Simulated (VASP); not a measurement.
# Sb (P2_1/m) in VASP: a series of runs

The runs below take Sb through single point, with PBEsol.

Everything below comes from runs of VASP 6.6.1. Logs are shortened: lines on timing, memory, paths and dates and some standing lists are left out, and cuts for length are marked.

### Step 1. The cell of the first run

Symmetry: P2_1/m, No. 11, monoclinic system. The conventional cell has a = 3.122 Å, b = 4.348 Å, c = 4.406 Å, α = 90.00°, β = 90.51°, γ = 90.00°. Sb (site symmetry m) has 6 Sb at 3.04 to 3.15 Å within 4.0 Å.

### Step 2. Single point, PBEsol

Input file INCAR:

```
SYSTEM = Sb
ALGO = Normal ; EDIFF = 1E-7
ENCUT = 520 ; GGA = PS
ISIF = 2 ; ISMEAR = -1
LASPH = .TRUE. ; LCHARG = .TRUE.
LELF = .TRUE. ; LREAL = .FALSE.
LVHAR = .TRUE. ; LWAVE = .FALSE.
NBANDS = 12 ; NELM = 60
PREC = Accurate ; SIGMA = 0.1
```

Input file KPOINTS:

```
k-points
0
G
  10 7 7
  0 0 0
```

Input file POSCAR:

```
Sb
1.0
    3.1224020000      0.0000000000      0.0000000000
    0.0000000000      4.3475180000      0.0000000000
   -0.0389150000      0.0000000000      4.4058520000
Sb
2
Direct
    0.9886110005      0.7500000000      0.7588340008
    0.0113889995      0.2500000000      0.2411659992
```

Potentials or basis: VASP PAW PBE potentials, release 64 (Sb).

On the command line:

```
$ cat potpaw_PBE.64/Sb/POTCAR > POTCAR
$ mpirun -np 1 vasp_std > vasp.out
```

OUTCAR:

```text
SYSTEM = Sb
   EDIFF = 1E-7
   ENCUT = 520
   GGA = PS
   ISIF = 2
   ISMEAR = -1
   LASPH = .TRUE.
   LREAL = .FALSE.
   NELM = 60
   PREC = Accurate

 ion  position               nearest neighbor table
   1  0.989  0.750  0.759-   2 3.04   2 3.04   2 3.15   2 3.15
   2  0.011  0.250  0.241-   1 3.04   1 3.04   1 3.15   1 3.15

  LATTYP: Found a simple monoclinic cell.
 ALAT       =     3.1224020000
 B/A-ratio  =     1.3923633152
 C/A-ratio  =     1.4111007668
 COS(beta)  =    -0.0088322263

  Lattice vectors:

 A1 = (   3.1224020000,   0.0000000000,   0.0000000000)
 A2 = (   0.0000000000,   4.3475180000,   0.0000000000)
 A3 = (  -0.0389150000,   0.0000000000,   4.4058520000)

Analysis of symmetry for initial positions (statically):
=====================================================================
 Subroutine PRICEL returns:
 Original cell was already a primitive cell.

 Routine SETGRP: Setting up the symmetry group for a
 simple monoclinic supercell.

 Subroutine GETGRP returns: Found  4 space group operations
 (whereof  2 operations were pure point group operations)
 out of a pool of  4 trial point group operations.

The static configuration has the point symmetry S_2 .
 The point group associated with its full space group is C_2h.

Analysis of symmetry for dynamics (positions and initial velocities):
=====================================================================
 Subroutine PRICEL returns:
 Original cell was already a primitive cell.

 Routine SETGRP: Setting up the symmetry group for a
 simple monoclinic supercell.

 Subroutine GETGRP returns: Found  4 space group operations
 (whereof  2 operations were pure point group operations)
 out of a pool of  4 trial point group operations.

The dynamic configuration has the point symmetry S_2 .
 The point group associated with its full space group is C_2h.

 Subroutine INISYM returns: Found  4 space group operations
 (whereof  2 operations are pure point group operations),
 and found     1 'primitive' translations

----------------------------------------------------------------------------------------

                                     Primitive cell

  volume of cell :      59.8081

  direct lattice vectors                    reciprocal lattice vectors
     3.122402000  0.000000000  0.000000000     0.320266257  0.000000000  0.002828774
     0.000000000  4.347518000  0.000000000     0.000000000  0.230016299  0.000000000
    -0.038915000  0.000000000  4.405852000     0.000000000  0.000000000  0.226970856

  length of vectors
     3.122402000  4.347518000  4.406023856     0.320278749  0.230016299  0.226970856

  position of ions in fractional coordinates (direct lattice)
     0.988611001  0.750000000  0.758834001
     0.011388999  0.250000000  0.241165999

  ion indices of the primitive-cell ions
   primitive index   ion index
                 1           1
                 2           2

----------------------------------------------------------------------------------------

 KPOINTS: k-points

Automatic generation of k-mesh.
 Grid dimensions read from file:
 generate k-points for:   10    7    7

 Generating k-lattice:

  Cartesian coordinates                     Fractional coordinates (reciprocal lattice)
     0.032026626  0.000000000  0.000282877     0.100000000  0.000000000  0.000000000
     0.000000000  0.032859471  0.000000000     0.000000000  0.142857143  0.000000000
     0.000000000  0.000000000  0.032424408     0.000000000  0.000000000  0.142857143

  Length of vectors
     0.032027875  0.032859471  0.032424408

  Shift w.r.t. Gamma in fractional coordinates (k-lattice)
     0.000000000  0.000000000  0.000000000

 Subroutine IBZKPT returns following result:
 ===========================================

 Found    144 irreducible k-points:

 Following reciprocal coordinates:
            Coordinates               Weight
  0.000000  0.000000  0.000000      1.000000
  0.100000  0.000000 -0.000000      2.000000
  0.200000  0.000000 -0.000000      2.000000
  0.300000  0.000000  0.000000      2.000000
  0.400000  0.000000  0.000000      2.000000
  0.500000  0.000000  0.000000      1.000000
[... 16 lines left out ...]
  0.400000  0.428571  0.000000      4.000000
  0.500000  0.428571  0.000000      2.000000
 [... further k-points ...]
   k-points           NKPTS =    144   k-points in BZ     NKDIM =    144   number of bands    NBANDS=     12
   number of dos      NEDOS =    301   number of ions     NIONS =      2
   total plane-waves  NPLWV =  27648
   dimension x,y,z NGX =    24 NGY =   32 NGZ =   36
   dimension x,y,z NGXF=    48 NGYF=   64 NGZF=   72
   ions per type =               2
   NGX,Y,Z   is equivalent  to a cutoff of  12.78, 12.24, 13.58 a.u.
   NGXF,Y,Z  is equivalent  to a cutoff of  25.56, 24.47, 27.17 a.u.
 SYSTEM =  Sb
   PREC   = accura    normal or accurate (medium, high low for compatibility)
   ISTART =      0    job   : 0-new  1-cont  2-samecut
   ICHARG =      2    charge: 1-file 2-atom 10-const
   ISPIN  =      1    spin polarized calculation?
   LNONCOLLINEAR =      F non collinear calculations
   LSORBIT =      F    spin-orbit coupling
   LASPH  =      T    aspherical Exc in radial PAW
   ENCUT  =  520.0 eV  38.22 Ry    6.18 a.u.   5.81  8.08  8.19*2*pi/ulx,y,z
   NELM   =     60;   NELMIN=  2; NELMDL= -5     # of ELM steps
   EDIFF  = 0.1E-06   stopping-criterion for ELM
   LREAL  =      F    real-space projection
   EDIFFG = 0.1E-05   stopping-criterion for IOM
   NSW    =      0    number of steps for IOM
   IBRION =     -1    ionic relax: 0-MD 1-quasi-New 2-CG
   NFREE  =      0    steps in history (QN), initial steepest desc. (CG)
   ISIF   =      2    stress and relaxation
   ISYM   =      2    0-nonsym 1-usesym 2-fastsym
   POTIM  = 0.5000    time-step for ionic-motion
   TEBEG  =    0.0;   TEEND  =   0.0 temperature during run
   PSTRESS=    0.0 pullay stress
   NELECT =      10.0000    total number of electrons
   NUPDOWN=      -1.0000    fix difference up-down
   EMIN   =  10.00;   EMAX   =-10.00  energy-range for DOS
   EFERMI =   0.00;   METHOD = LEGACY
   ISMEAR =    -1;   SIGMA  =   0.10  broadening in eV -4-tet -1-fermi 0-gaus
   EFERMI_NEDOS =   21; number of points for ismear=-14 and -15
   IALGO  =     38    algorithm
   IMIX   =      4    mixing-type and parameters
     AMIX     =   0.40;   BMIX     =  1.00
     AMIX_MAG =   1.60;   BMIX_MAG =  1.00
  volume/ion in A,a.u.               =      29.90       201.80
  Fermi-wavevector in a.u.,A,eV,Ry     =   0.901893  1.704330 11.067117  0.813410
  Thomas-Fermi vector in A             =   2.025029
   LORBIT       =      0    0 simple, 1 ext, 2 COOP (PROOUT), +10 PAW based schemes
   GGA     = PS    functional components
   LHFCALC =     F    Hartree Fock is set to
   AEXX    =    0.0000 exact exchange contribution
   IVDW    =     0    specifies the selected vdW correction
   LEPSILON=     F    determine dielectric tensor
   LRPA    =     F    only Hartree local field effects (RPA)
 non-spin polarized calculation
  energy-cutoff  :      520.00
  volume of cell :       59.81
 maximum number of plane-waves:      1648
   NGX = 11   NGY = 17   NGZ = 17

 number of electron      10.0000000 magnetization

 number of electron       9.9999999 magnetization

 Free energy of the ion-electron system (eV)
  ---------------------------------------------------
  ext. energy  EPLUGINS =         0.00000000
  ---------------------------------------------------
  free energy    TOTEN  =        -9.06963696 eV

  energy without entropy =       -9.03489023  energy(sigma->0) =       -9.05226360

 E-fermi :   6.8782     XC(G=0):  -9.7405

 val. band max:        6.8762982725   @ k =   0.1000   0.0000   0.4286
 cond. band min:       6.8855554703   @ k =  -0.2000   0.1429   0.2857
 fundamental gap:      0.0092571978
 Fermi energy:         6.8782442349

 k-point     1 :       0.0000    0.0000    0.0000
  band No.  band energies     occupation
      1      -5.4330      2.00000
      2      -0.3627      2.00000
      3       3.3831      2.00000
      4       3.5150      2.00000
      5       9.0270      0.00000
      6      10.0483      0.00000
      7      10.2739      0.00000
      8      10.4033      0.00000
      9      13.6709      0.00000
     10      13.9735      0.00000
     11      14.2701      0.00000
     12      15.1166      0.00000

 k-point     2 :       0.1000    0.0000   -0.0000
  band No.  band energies     occupation
      1      -5.2914      2.00000
      2      -0.2153      2.00000
      3       3.5150      2.00000
      4       3.6468      2.00000
      5       8.4762      0.00000
      6       9.1627      0.00000
      7      10.4121      0.00000
      8      10.5405      0.00000
      9      12.8487      0.00000
     10      14.0868      0.00000
     11      14.7020      0.00000
     12      16.1224      0.00000

 k-point     3 :       0.2000    0.0000   -0.0000
  band No.  band energies     occupation
      1      -4.8758      2.00000
      2       0.2238      2.00000
      3       3.8911      2.00000
      4       4.0228      2.00000
      5       6.0524      1.99948
      6       9.5655      0.00000
      7      10.5410      0.00000
      8      10.8044      0.00000
      9      10.9384      0.00000
     10      14.4226      0.00000
     11      15.1999      0.00000
     12      15.4847      0.00000
[... 286 lines left out ...]
 k-point    23 :       0.4000    0.4286    0.0000
  band No.  band energies     occupation
      1      -2.1356      2.00000
      2      -1.1321      2.00000
      3       3.3659      2.00000
      4       4.2351      2.00000
      5       6.6623      1.79303
      6       7.3680      0.01481
      7       8.0320      0.00002
      8       8.6270      0.00000
      9      12.6859      0.00000
     10      13.4951      0.00000
     11      13.6945      0.00000
     12      14.4811      0.00000

 k-point    24 :       0.5000    0.4286    0.0000
  band No.  band energies     occupation
      1      -1.7316      2.00000
      2      -0.7157      2.00000
      3       2.6344      2.00000
      4       3.4981      2.00000
      5       6.9305      0.74459
      6       7.7090      0.00049
      7       8.3373      0.00000
      8       9.0171      0.00000
      9      12.0353      0.00000
     10      12.9549      0.00000
     11      13.0333      0.00000
     12      13.9389      0.00000

 [... further k-points ...]
[... 5 lines left out ...]
  --------------------------------------------------------------------------------------
  -------------------------------------------------------------------------------------
  Total       -1.0565144     -0.6497993     -0.7148718      0.0000000      0.0000000      0.0235561
  in kB      -28.3025701    -17.4072310    -19.1504352      0.0000000      0.0000000      0.6310352
  external PRESSURE =     -21.6200788 kB  Pullay stress =       0.0000000 kB

 VOLUME and BASIS-vectors are now :
 -----------------------------------------------------------------------------
  energy-cutoff  :      520.00
  volume of cell :       59.81
      direct lattice vectors                 reciprocal lattice vectors
     3.122402000  0.000000000  0.000000000     0.320266257  0.000000000  0.002828774
     0.000000000  4.347518000  0.000000000     0.000000000  0.230016299  0.000000000
    -0.038915000  0.000000000  4.405852000     0.000000000  0.000000000  0.226970856

 POSITION                                       TOTAL-FORCE (eV/Angst)
 -----------------------------------------------------------------------------------
      3.05731      3.26064      3.34331         0.027025     -0.000000     -0.117844
      0.02618      1.08688      1.06254        -0.027025      0.000000      0.117844
 -----------------------------------------------------------------------------------
    total drift:                               -0.000000      0.000000      0.000000

  FREE ENERGIE OF THE ION-ELECTRON SYSTEM (eV)
  ---------------------------------------------------
  free  energy   TOTEN  =        -9.0696369613 eV

  energy  without entropy=       -9.0348902304  energy(sigma->0) =       -9.05226360
```

Run time: 59 s. Hardware: 1 thread of Intel Xeon 8259CL, shared host; peak memory 0.23 GiB.

Results:

| Quantity | Value |
| --- | --- |
| Free energy | -9.0696 eV |
| Pressure | -2.2 GPa |
| Largest force | 0.121 eV/Å |
| Band gap on the k mesh | zero (bands 5 and 6 overlap by 7.64 eV) |

Forces on the atoms (eV/Å):
```
Sb   0.027  0.000 -0.118
Sb  -0.027  0.000  0.118
```

Levels at points of the mesh, in eV from the Fermi level:
```csv
k point,band 2,band 3,band 4,band 5,band 6,band 7,band 8,band 9
"(0.00, 0.00, 0.00)",-7.24,-3.50,-3.36,2.15,3.17,3.40,3.53,6.79
"(0.50, 0.00, 0.00)",-5.51,-4.46,-1.64,-1.50,-1.42,4.60,4.89,4.91
```

Caveat: the PAW data sets were made with another functional, which shifts forces and pressure a little; spin-orbit coupling is left out, which moves the levels of the heavy elements.

### Step 3. Single point, PBEsol

Input file INCAR:

```
SYSTEM = Sb
PREC = Accurate ; ENCUT = 520
EDIFF = 1E-6 ; ISMEAR = -1
SIGMA = 0.1 ; LREAL = .FALSE.
LASPH = .TRUE. ; NELM = 80
ALGO = Normal ; ISIF = 2
LWAVE = .FALSE. ; LCHARG = .FALSE.
GGA = PS ; NBANDS = 12
```

Input file KPOINTS:

```
Automatic mesh
0
G
  10 7 7
  0 0 0
```

POSCAR: that of step 2 with these lines changed.

```diff
@@ -8,3 +8,3 @@
 Direct
-    0.9886110005      0.7500000000      0.7588340008
+    0.9886392882      0.7500000000      0.7611037093
     0.0113889995      0.2500000000      0.2411659992
```

Potentials or basis: VASP PAW PBE potentials, release 64 (Sb).

On the command line:

```
$ cat potpaw_PBE.64/Sb/POTCAR > POTCAR
$ mpirun -np 1 vasp_std > vasp.out
```

OUTCAR:

```text
SYSTEM = Sb
   PREC = Accurate
   ENCUT = 520
   EDIFF = 1E-6
   ISMEAR = -1
   LREAL = .FALSE.
   LASPH = .TRUE.
   NELM = 80
   ISIF = 2
   GGA = PS

 ion  position               nearest neighbor table
   1  0.989  0.750  0.761-   2 3.03   2 3.03   2 3.16   2 3.16
   2  0.011  0.250  0.241-   1 3.03   1 3.03   1 3.16   1 3.16

  LATTYP: Found a simple monoclinic cell.
 ALAT       =     3.1224020000
 B/A-ratio  =     1.3923633152
 C/A-ratio  =     1.4111007668
 COS(beta)  =    -0.0088322263

  Lattice vectors:

 A1 = (   3.1224020000,   0.0000000000,   0.0000000000)
 A2 = (   0.0000000000,   4.3475180000,   0.0000000000)
 A3 = (  -0.0389150000,   0.0000000000,   4.4058520000)

Analysis of symmetry for initial positions (statically):
=====================================================================
 Subroutine PRICEL returns:
 Original cell was already a primitive cell.

 Routine SETGRP: Setting up the symmetry group for a
 simple monoclinic supercell.

 Subroutine GETGRP returns: Found  4 space group operations
 (whereof  1 operations were pure point group operations)
 out of a pool of  4 trial point group operations.

[... 169 lines left out ...]
 fundamental gap:      0.0056224326
 Fermi energy:         6.8798616540

 k-point     1 :       0.0000    0.0000    0.0000
  band No.  band energies     occupation
      1      -5.4356      2.00000
      2      -0.3609      2.00000
      3       3.3864      2.00000
      4       3.5118      2.00000
      5       9.0082      0.00000
      6      10.0465      0.00000
      7      10.2764      0.00000
      8      10.4231      0.00000
      9      13.6710      0.00000
     10      13.9759      0.00000
     11      14.2704      0.00000
     12      15.1144      0.00000
[... 331 lines left out ...]
 k-point    24 :       0.5000    0.4286    0.0000
  band No.  band energies     occupation
      1      -1.7338      2.00000
      2      -0.7172      2.00000
      3       2.6334      2.00000
      4       3.4976      2.00000
      5       6.9285      0.76157
      6       7.6849      0.00064
      7       8.3663      0.00000
      8       9.0247      0.00000
      9      12.0353      0.00000
     10      12.9541      0.00000
     11      13.0359      0.00000
     12      13.9406      0.00000

 [... further k-points ...]
[... 5 lines left out ...]
  --------------------------------------------------------------------------------------
  -------------------------------------------------------------------------------------
  Total       -1.0358296     -0.6365849     -0.6983749      0.0000000      0.0000000      0.0225066
  in kB      -27.7484533    -17.0532364    -18.7085057      0.0000000      0.0000000      0.6029206
  external PRESSURE =     -21.1700651 kB  Pullay stress =       0.0000000 kB

 VOLUME and BASIS-vectors are now :
 -----------------------------------------------------------------------------
  energy-cutoff  :      520.00
  volume of cell :       59.81
      direct lattice vectors                 reciprocal lattice vectors
     3.122402000  0.000000000  0.000000000     0.320266257  0.000000000  0.002828774
     0.000000000  4.347518000  0.000000000     0.000000000  0.230016299  0.000000000
    -0.038915000  0.000000000  4.405852000     0.000000000  0.000000000  0.226970856

 POSITION                                       TOTAL-FORCE (eV/Angst)
 -----------------------------------------------------------------------------------
      3.05731      3.26064      3.35331         0.027079      0.000000     -0.131777
      0.02618      1.08688      1.06254        -0.027079     -0.000000      0.131777
 -----------------------------------------------------------------------------------
    total drift:                               -0.000000      0.000000      0.000000

  FREE ENERGIE OF THE ION-ELECTRON SYSTEM (eV)
  ---------------------------------------------------
  free  energy   TOTEN  =        -9.0683906173 eV

  energy  without entropy=       -9.0335957039  energy(sigma->0) =       -9.05099316
```

Run time: 54 s. Hardware: 1 thread of Intel Xeon 8259CL, shared host; peak memory 0.23 GiB.

What came out:

- Free energy: -9.0684 eV
- Pressure: -2.1 GPa
- Largest force: 0.135 eV/Å
- Band gap on the k mesh: zero (bands 5 and 6 overlap by 7.64 eV)

Forces on the atoms (eV/Å):
```
Sb   0.027  0.000 -0.132
Sb  -0.027  0.000  0.132
```

Levels at points of the mesh, in eV from the Fermi level:
```csv
k point,band 2,band 3,band 4,band 5,band 6,band 7,band 8,band 9
"(0.00, 0.00, 0.00)",-7.24,-3.49,-3.37,2.13,3.17,3.40,3.54,6.79
"(0.50, 0.00, 0.00)",-5.51,-4.46,-1.63,-1.50,-1.42,4.58,4.89,4.91
```

Caveat: the PAW data sets were made with another functional, which shifts forces and pressure a little; spin-orbit coupling is left out, which moves the levels of the heavy elements.

[end of part 1 of 2]
